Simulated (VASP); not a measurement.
# NaCl (pbesol) (Fm-3m) in VASP: further runs, part 2 of 2

VASP 6.6.1. The steps go on from the part before.

## 4. Relaxation of cell and atoms, PBEsol, target pressure 12 GPa, at which the enthalpy is minimised

Contents of INCAR:

```
ALGO = Normal ; EDIFF = 1E-7
EDIFFG = -0.002 ; ENCUT = 600
GGA = PS ; IBRION = 2
ISIF = 3 ; ISMEAR = 0
LASPH = True ; LCHARG = False
LREAL = False ; LWAVE = False
NELM = 60 ; NSW = 100
PREC = Accurate ; PSTRESS = 120.0
SIGMA = 0.02
```

Contents of KPOINTS:

```
k-points
0
Gamma
  8 8 8
```

Contents of POSCAR:

```
NaCl
1.0
    0.0000000000      2.5731153081      2.5731153081
    2.5731153081      0.0000000000      2.5731153081
    2.5731153081      2.5731153081      0.0000000000
Na Cl
1 1
Direct
    0.0000000000      0.0000000000      0.0000000000
    0.5000000000      0.5000000000      0.5000000000
```

Command:

```sh
$ cat potpaw_PBE.64/Na_pv/POTCAR potpaw_PBE.64/Cl/POTCAR > POTCAR
$ mpirun -np 1 vasp_std > vasp.out
```

It used 73 s of CPU time on 1 thread of AMD EPYC 7R13 Processor (Zen 3) (shared host).

It converged, with:

```yaml
Free_energy: -6.7070 eV
Relaxed_volume: 17.08 Å³/atom
Relaxed_cell: a = 3.642 Å, b = 3.642 Å, c = 3.642 Å, α = 60.00°, β = 60.00°, γ = 60.00°
Space_group_after_relaxing_to_0.05_Å: Fm-3m (No. 225)
Energy_change_on_relaxing_the_enthalpy_is_what_falls: -3.2 meV/atom
Ionic_steps: 3
Pressure_after_relaxing: 12.0 GPa
Band_gap_on_the_k_mesh: 6.17 eV, direct
```

Step by step:
| step | energy change (eV) | largest force (eV/Å) | pressure (GPa) | volume (Å³) |
| --- | --- | --- | --- | --- |
| 1 | 0.0000 | 0.0000 | 12.19 | 34.07 |
| 2 | -0.0073 | 0.0000 | 11.97 | 34.17 |
| 3 | -0.0063 | 0.0000 | 12.01 | 34.16 |

Final structure:
```cif
data_structure
_symmetry_space_group_name_H-M 'P 1'
_symmetry_Int_Tables_number 1
_cell_length_a 3.6419
_cell_length_b 3.6419
_cell_length_c 3.6419
_cell_angle_alpha 60.000
_cell_angle_beta 60.000
_cell_angle_gamma 60.000
_cell_volume 34.16
loop_
_atom_site_label
_atom_site_type_symbol
_atom_site_fract_x
_atom_site_fract_y
_atom_site_fract_z
_atom_site_occupancy
Na1 Na 0.00000 0.00000 0.00000 1
Cl1 Cl 0.50000 0.50000 0.50000 1
```

Levels at points of the mesh, in eV from the valence-band top:
| k point | band 3 | band 4 | band 5 | band 6 | band 7 | band 8 | band 9 | band 10 | band 11 |
| --- | --- | --- | --- | --- | --- | --- | --- | --- | --- |
| (0.00, 0.00, 0.00) | -20.32 | -13.46 | 0.00 | 0.00 | 0.00 | 6.17 | 11.13 | 11.13 | 11.13 |
| (0.50, 0.00, 0.00) | -20.33 | -12.70 | -2.98 | -0.47 | -0.47 | 7.47 | 11.43 | 11.43 | 12.85 |
| (0.50, 0.50, 0.00) | -20.35 | -12.66 | -2.57 | -0.93 | -0.93 | 7.45 | 8.16 | 13.24 | 16.20 |

Caveat: the cell is relaxed towards a set pressure, so the enthalpy falls and the energy may rise; the PAW data sets were made with another functional, which shifts forces and pressure a little.

## 5. Relaxation of cell and atoms, PBEsol, target pressure 12 GPa, at which the enthalpy is minimised

This run uses another cell than the first one, of 22.19 Å³/atom, 1.302 times its volume.

Contents of INCAR:

```
SYSTEM = NaCl
PREC     = Accurate       ! precision mode
ENCUT    = 600            ! plane-wave cutoff, eV
EDIFF    = 1E-7           ! SCF threshold, eV
ISMEAR   = 0              ! smearing method
SIGMA    = 0.02           ! smearing width, eV
LREAL    = .False.        ! projectors in reciprocal space
LASPH    = .True.         ! aspherical terms in the spheres
NELM     = 60             ! most SCF steps
ALGO     = Normal         ! electronic algorithm
ISIF     = 3              ! what is computed and relaxed
LWAVE    = .False.        ! write WAVECAR
LCHARG   = .False.        ! write CHGCAR
GGA      = PS             ! functional
IBRION   = 2              ! ionic algorithm
NSW      = 100            ! ionic steps
EDIFFG   = -0.002         ! ionic threshold
PSTRESS  = 120.0
```

Contents of KPOINTS:

```
Automatic mesh
0
Gamma
  8 8 8
  0 0 0
```

Contents of POSCAR:

```
NaCl
1.0
    0.0000000000      2.8100000000      2.8100000000
    2.8100000000      0.0000000000      2.8100000000
    2.8100000000      2.8100000000      0.0000000000
Na Cl
1 1
Direct
    0.0000000000      0.0000000000      0.0000000000
    0.5000000000      0.5000000000      0.5000000000
```

Potentials or basis: VASP PAW PBE potentials, release 64 (Na_pv, Cl).

Command:

```sh
$ cat potpaw_PBE.64/Na_pv/POTCAR potpaw_PBE.64/Cl/POTCAR > POTCAR
$ mpirun -np 1 vasp_std > vasp.out
```

OUTCAR:

```text
SYSTEM = NaCl
   PREC = Accurate
   ENCUT = 600
   EDIFF = 1E-7
   ISMEAR = 0
   LREAL = .False.
   LASPH = .True.
   NELM = 60
   ISIF = 3
   GGA = PS
   IBRION = 2
   NSW = 100
   EDIFFG = -0.002
   PSTRESS = 120.0

 ion  position               nearest neighbor table
   1  0.000  0.000  0.000-
   2  0.500  0.500  0.500-

  LATTYP: Found a face centered cubic cell.
 ALAT       =     5.6200000000

  Lattice vectors:

 A1 = (   0.0000000000,   2.8100000000,   2.8100000000)
 A2 = (   2.8100000000,   0.0000000000,   2.8100000000)
 A3 = (   2.8100000000,   2.8100000000,   0.0000000000)

Analysis of symmetry for initial positions (statically):
=====================================================================
 Subroutine PRICEL returns:
 Original cell was already a primitive cell.

 Routine SETGRP: Setting up the symmetry group for a
 face centered cubic supercell.

 Subroutine GETGRP returns: Found 48 space group operations
 (whereof 48 operations were pure point group operations)
 out of a pool of 48 trial point group operations.

The static configuration has the point symmetry O_h .

Analysis of symmetry for dynamics (positions and initial velocities):
=====================================================================
 Subroutine PRICEL returns:
 Original cell was already a primitive cell.

 Routine SETGRP: Setting up the symmetry group for a
 face centered cubic supercell.

 Subroutine GETGRP returns: Found 48 space group operations
 (whereof 48 operations were pure point group operations)
 out of a pool of 48 trial point group operations.

The dynamic configuration has the point symmetry O_h .

 Subroutine INISYM returns: Found 48 space group operations
 (whereof 48 operations are pure point group operations),
 and found     1 'primitive' translations

----------------------------------------------------------------------------------------

                                     Primitive cell

  volume of cell :      44.3761

  direct lattice vectors                    reciprocal lattice vectors
     0.000000000  2.810000000  2.810000000    -0.177935943  0.177935943  0.177935943
     2.810000000  0.000000000  2.810000000     0.177935943 -0.177935943  0.177935943
     2.810000000  2.810000000  0.000000000     0.177935943  0.177935943 -0.177935943

  length of vectors
     3.973940110  3.973940110  3.973940110     0.308194094  0.308194094  0.308194094

  position of ions in fractional coordinates (direct lattice)
     0.000000000  0.000000000  0.000000000
     0.500000000  0.500000000  0.500000000

  ion indices of the primitive-cell ions
   primitive index   ion index
                 1           1
                 2           2

----------------------------------------------------------------------------------------

 KPOINTS: Automatic mesh

Automatic generation of k-mesh.
 Grid dimensions read from file:
 generate k-points for:    8    8    8

 Generating k-lattice:

  Cartesian coordinates                     Fractional coordinates (reciprocal lattice)
    -0.022241993  0.022241993  0.022241993     0.125000000  0.000000000  0.000000000
     0.022241993 -0.022241993  0.022241993     0.000000000  0.125000000  0.000000000
     0.022241993  0.022241993 -0.022241993     0.000000000  0.000000000  0.125000000

  Length of vectors
     0.038524262  0.038524262  0.038524262

  Shift w.r.t. Gamma in fractional coordinates (k-lattice)
     0.000000000  0.000000000  0.000000000

 Subroutine IBZKPT returns following result:
 ===========================================

 Found     29 irreducible k-points:

 Following reciprocal coordinates:
            Coordinates               Weight
  0.000000  0.000000  0.000000      1.000000
  0.125000  0.000000  0.000000      8.000000
  0.250000  0.000000  0.000000      8.000000
  0.375000  0.000000  0.000000      8.000000
  0.500000  0.000000  0.000000      4.000000
  0.125000  0.125000  0.000000      6.000000
[... 16 lines left out ...]
  0.500000  0.250000  0.125000     48.000000
 -0.375000  0.250000  0.125000     24.000000
 [... further k-points ...]
   k-points           NKPTS =     29   k-points in BZ     NKDIM =     29   number of bands    NBANDS=     11
   number of dos      NEDOS =    301   number of ions     NIONS =      2
   total plane-waves  NPLWV =  32768
   dimension x,y,z NGX =    32 NGY =   32 NGZ =   32
   dimension x,y,z NGXF=    64 NGYF=   64 NGZF=   64
   ions per type =               1   1
   NGX,Y,Z   is equivalent  to a cutoff of  13.39, 13.39, 13.39 a.u.
   NGXF,Y,Z  is equivalent  to a cutoff of  26.77, 26.77, 26.77 a.u.
 SYSTEM =  NaCl
   PREC   = accura    normal or accurate (medium, high low for compatibility)
   ISTART =      0    job   : 0-new  1-cont  2-samecut
   ICHARG =      2    charge: 1-file 2-atom 10-const
   ISPIN  =      1    spin polarized calculation?
   LNONCOLLINEAR =      F non collinear calculations
   LSORBIT =      F    spin-orbit coupling
   LASPH  =      T    aspherical Exc in radial PAW
   ENCUT  =  600.0 eV  44.10 Ry    6.64 a.u.   7.94  7.94  7.94*2*pi/ulx,y,z
   NELM   =     60;   NELMIN=  2; NELMDL= -5     # of ELM steps
   EDIFF  = 0.1E-06   stopping-criterion for ELM
   LREAL  =      F    real-space projection
   EDIFFG = -.2E-02   stopping-criterion for IOM
   NSW    =    100    number of steps for IOM
   IBRION =      2    ionic relax: 0-MD 1-quasi-New 2-CG
   NFREE  =      1    steps in history (QN), initial steepest desc. (CG)
   ISIF   =      3    stress and relaxation
   ISYM   =      2    0-nonsym 1-usesym 2-fastsym
   POTIM  = 0.5000    time-step for ionic-motion
   TEBEG  =    0.0;   TEEND  =   0.0 temperature during run
   PSTRESS=  120.0 pullay stress
   NELECT =      14.0000    total number of electrons
   NUPDOWN=      -1.0000    fix difference up-down
   EMIN   =  10.00;   EMAX   =-10.00  energy-range for DOS
   EFERMI =   0.00;   METHOD = LEGACY
   ISMEAR =     0;   SIGMA  =   0.02  broadening in eV -4-tet -1-fermi 0-gaus
   EFERMI_NEDOS =   21; number of points for ismear=-14 and -15
   IALGO  =     38    algorithm
   IMIX   =      4    mixing-type and parameters
     AMIX     =   0.40;   BMIX     =  1.00
     AMIX_MAG =   1.60;   BMIX_MAG =  1.00
  volume/ion in A,a.u.               =      22.19       149.73
  Fermi-wavevector in a.u.,A,eV,Ry     =   1.114469  2.106040 16.898985  1.242040
  Thomas-Fermi vector in A             =   2.251064
   LORBIT       =      0    0 simple, 1 ext, 2 COOP (PROOUT), +10 PAW based schemes
   GGA     = PS    functional components
   LHFCALC =     F    Hartree Fock is set to
   AEXX    =    0.0000 exact exchange contribution
   IVDW    =     0    specifies the selected vdW correction
   LEPSILON=     F    determine dielectric tensor
   LRPA    =     F    only Hartree local field effects (RPA)
 conjugate gradient relaxation of ions
 non-spin polarized calculation
 Gauss-broadening in eV      SIGMA  =   0.02
  energy-cutoff  :      600.00
  volume of cell :       44.38
 maximum number of plane-waves:      1494
   NGX = 15   NGY = 15   NGZ = 15

--------------------------------------- Ionic step        1  -------------------------------------------

 number of electron      14.0000007 magnetization

 Free energy of the ion-electron system (eV)
  ---------------------------------------------------
  ext. energy  EPLUGINS =         0.00000000
  ---------------------------------------------------
  free energy    TOTEN  =        -6.99847206 eV

  energy without entropy =       -6.99847206  energy(sigma->0) =       -6.99847206

 E-fermi :  -0.5701     XC(G=0):  -8.3802

 val. band max:       -0.7235091988   @ k =   0.0000   0.0000   0.0000
 cond. band min:       4.2478500344   @ k =   0.0000   0.0000   0.0000
 fundamental gap:      4.9713592332
 Fermi energy:        -0.5700884424

 k-point     1 :       0.0000    0.0000    0.0000
  band No.  band energies     occupation
      1     -21.3546      2.00000
      2     -21.3546      2.00000
      3     -21.3546      2.00000
      4     -13.3919      2.00000
      5      -0.7235      2.00000
      6      -0.7235      2.00000
      7      -0.7235      2.00000
      8       4.2479      0.00000
      9      10.2846      0.00000
     10      10.2846      0.00000
     11      10.2846      0.00000
[... 395 lines left out ...]
  enthalpy is  TOTEN    =        -4.1504553749 eV   P V=        2.5753610097

--------------------------------------- Ionic step        3  -------------------------------------------

 number of electron      13.9999997 magnetization

 Free energy of the ion-electron system (eV)
  ---------------------------------------------------
  ext. energy  EPLUGINS =         0.00000000
  ---------------------------------------------------
  free energy    TOTEN  =        -6.70976950 eV

  energy without entropy =       -6.70976950  energy(sigma->0) =       -6.70976950

 E-fermi :   1.3056     XC(G=0):  -9.5913

 val. band max:        1.1223410224   @ k =   0.0000   0.0000   0.0000
 cond. band min:       7.2865763087   @ k =   0.0000   0.0000   0.0000
 fundamental gap:      6.1642352863
 Fermi energy:         1.3055751573

 k-point     1 :       0.0000    0.0000    0.0000
  band No.  band energies     occupation
      1     -19.1992      2.00000
      2     -19.1992      2.00000
      3     -19.1992      2.00000
      4     -12.3405      2.00000
      5       1.1223      2.00000
      6       1.1223      2.00000
      7       1.1223      2.00000
      8       7.2866      0.00000
      9      12.2477      0.00000
     10      12.2477      0.00000
     11      12.2477      0.00000
[... 351 lines left out ...]
  FREE ENERGIE OF THE ION-ELECTRON SYSTEM (eV)
  ---------------------------------------------------
  free  energy   TOTEN  =        -6.7097695030 eV

  energy  without entropy=       -6.7097695030  energy(sigma->0) =       -6.70976950

  enthalpy is  TOTEN    =        -4.1508299457 eV   P V=        2.5589395573

 reached required accuracy - stopping structural energy minimisation
```

It used 66 s of CPU time on 1 thread of AMD EPYC 7R13 Processor (Zen 3), with other jobs on the host.

Results:

- Free energy: -6.7098 eV
- Relaxed volume: 17.08 Å³/atom
- Relaxed cell: a = 3.642 Å, b = 3.642 Å, c = 3.642 Å, α = 60.00°, β = 60.00°, γ = 60.00°
- Space group after relaxing (to 0.05 Å): Fm-3m (No. 225)
- Energy change on relaxing (the enthalpy is what falls): +144.4 meV/atom
- Ionic steps: 3
- Pressure after relaxing: 12.0 GPa
- Band gap on the k mesh: 6.16 eV, direct

The path:
```
step  energy change (eV)  largest force (eV/Å)  pressure (GPa)  volume (Å³)
   1              0.0000                0.0000           -0.20        44.38
   2              0.2727                0.0000           11.50        34.38
   3              0.2887                0.0000           11.99        34.17
```

Final structure:
```
Na Cl
1.0
     0.00000    2.57545    2.57545
     2.57545    0.00000    2.57545
     2.57545    2.57545    0.00000
Na Cl
1 1
Direct
  0.00000 0.00000 0.00000
  0.50000 0.50000 0.50000
```

Caveat: the cell is relaxed towards a set pressure, so the enthalpy falls and the energy may rise; the volume moved by over 15 % at a fixed basis, so the end points are rough; the PAW data sets were made with another functional, which shifts forces and pressure a little.

## 6. The runs side by side

| task | cell | cutoff (eV) | gap on the mesh (eV) | pressure (GPa) |
| --- | --- | --- | --- | --- |
| single point | a = 3.639 Å, angles 60.0°, 2 atoms | 520 | 6.18 | 12.2 |
| relaxation of cell and atoms | relaxed to 12 GPa from a = 3.639 Å, angles 60.0°, 2 atoms | 600 | 6.17 | 12.0 |
| relaxation of cell and atoms | relaxed to 12 GPa from a = 3.974 Å, angles 60.0°, 2 atoms | 600 | 6.16 | 12.0 |

Alike in all rows: level PBEsol; potentials or basis VASP PAW PBE potentials, release 64 (Na_pv, Cl); no spin polarisation; k mesh 8 × 8 × 8; smearing gaussian 0.02 eV.

Caveats: the PAW data sets were made with another functional, which shifts forces and pressure a little; the cell is relaxed towards a set pressure, so the enthalpy falls and the energy may rise (some runs); the volume moved by over 15 % at a fixed basis, so the end points are rough (some runs).

Total energies depend on the potentials used, so only differences within one code and one set of settings carry meaning.
